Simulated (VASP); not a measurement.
As: single point with PBE+D3(BJ)

The system is As.

```xyz
2
Lattice="1.8920 1.0924 3.3665 -1.8920 1.0924 3.3665 0.0000 -2.1847 3.3665" Properties=species:S:1:pos:R:3 pbc="T T T"
As    0.0000    0.0000    7.7733
As    0.0000    0.0000    2.3261
```

```
Program                : VASP 6.6.1
Task                   : single point
Functional             : PBE
Dispersion             : D3(BJ)
Potentials or basis    : VASP PAW PBE potentials, release 64 (As)
Cutoff                 : 500 eV
k mesh                 : 18 × 18 × 18
Occupations            : gaussian, width 0.1 eV
Spin                   : no spin polarisation
Dipole correction      : no
Mended                 : yes
Further INCAR settings : ALGO = Normal; EDIFF = 1e-06; NBANDS = 12
```

The pressure is 0.3 GPa, the largest force is 0.056 eV/Å and the band gap on the k mesh is zero (bands 5 and 6 overlap by 0.36 eV). The dispersion energy per atom is -0.434 eV.

Forces in eV/Å, atoms in the order of the input:
```
As   0.000  0.000 -0.056
As   0.000  0.000  0.056
```

Levels at points of the mesh, in eV from the Fermi level:
| k point | band 2 | band 3 | band 4 | band 5 | band 6 | band 7 | band 8 | band 9 |
| --- | --- | --- | --- | --- | --- | --- | --- | --- |
| (0.00, 0.00, 0.00) | -5.60 | -2.42 | -2.12 | -2.12 | 2.08 | 3.10 | 3.10 | 6.46 |
| (0.50, 0.00, 0.00) | -11.32 | -2.62 | -2.43 | -0.33 | -0.32 | 0.25 | 0.87 | 9.41 |
| (0.50, 0.50, 0.00) | -9.57 | -6.36 | -4.39 | -4.33 | 1.57 | 5.68 | 6.70 | 7.68 |
| (0.50, 0.50, 0.50) | -10.40 | -1.76 | -1.76 | -0.68 | 0.34 | 0.34 | 1.55 | 8.47 |

Run time: 2.9 min on 1 thread of Intel(R) Xeon(R) Platinum 8488C (Sapphire Rapids) (shared host), peak memory 0.36 GiB.

Caveat: three body term missing.
